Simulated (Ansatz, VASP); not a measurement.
# GaN: VASP beside Ansatz

```
CELL_PARAMETERS angstrom
0.00000 2.24886 2.24886
2.24886 0.00000 2.24886
2.24886 2.24886 0.00000
ATOMIC_POSITIONS crystal
Ga 0.00000 0.00000 0.00000
N 0.75000 0.75000 0.75000
```

Alike in both runs: functional PBEsol; k mesh 7 × 7 × 7; no spin polarisation.

Ansatz relaxed the structure, and its values are those at the end. VASP's run is a single point on that final structure, the one shown.

|  | VASP | Ansatz |
| --- | --- | --- |
| version | VASP 6.6.1 | Ansatz 0.2.0 |
| potentials or method | VASP PAW PBE potentials, release 64 (Ga_d, N), cutoff 520 eV | plane waves, PAW |
| occupations | gaussian, width 0.01 eV | fixed |
| valence electrons in the cell | 18 | 18 |

Ansatz gave:

* pressure (GPa): 0.0

What did VASP give for the same quantities?

Pressure (GPa): -0.2.

VASP's potentials were made for PBE, not for PBEsol.
